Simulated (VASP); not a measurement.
Set up this calculation in VASP 6.6.1, as the native input.

```yaml
Task: single point
Functional: PBEsol
Potentials_or_basis: VASP PAW PBE potentials, release 64 (Ni, O)
Cutoff: 520 eV
k_mesh: 12 × 12 × 6
Occupations: gaussian, width 0.05 eV
Spin: no spin polarisation
Dipole_correction: no
Further_INCAR_settings: ALGO = Normal; EDIFF = 1e-06; NBANDS = 18
```

The structure of NiO2 lies in POSCAR:

```
NiO2
1.0
    2.7656549825      0.0000000000      0.0000000000
   -1.3828274913      2.3951274729      0.0000000000
    0.0000000000      0.0000000000      5.0387468126
Ni O
1 2
Direct
    0.0000000000      0.0000000000      0.5000000000
    0.6666666667      0.3333333333      0.6625222406
    0.3333333333      0.6666666667      0.3374777594
```

This cell differs from its parent crystal: c/a of the conventional cell at fixed volume 1.8219.

These files were run (other wordings do the same):

INCAR

```
SYSTEM = NiO2
  PREC = Accurate
  ENCUT = 520
  EDIFF = 1E-6
  ISMEAR = 0
  SIGMA = 0.05
  LREAL = .FALSE.
  LASPH = .TRUE.
  NELM = 60
  ALGO = Normal
  ISIF = 2
  LWAVE = .FALSE.
  LCHARG = .FALSE.
  GGA = PS
  NBANDS = 18
```

KPOINTS

```
Automatic mesh
0
G
  12 12 6
  0 0 0
```

Potentials or basis: VASP PAW PBE potentials, release 64 (Ni, O).

Run with:

```bash
$ cat potpaw_PBE.64/Ni/POTCAR potpaw_PBE.64/O/POTCAR > POTCAR
$ mpirun -np 1 vasp_std > vasp.out
```

It gave:

The pressure is 22.1 GPa, the largest force is 2.738 eV/Å and the band gap on the k mesh is 1.10 eV, indirect (least direct gap 1.58 eV).

Caveat: the PAW data sets were made with another functional, which shifts forces and pressure a little.

It took 2.4 min on 1 thread of AMD EPYC 7R13, with other jobs on the host, peak memory 0.17 GiB.
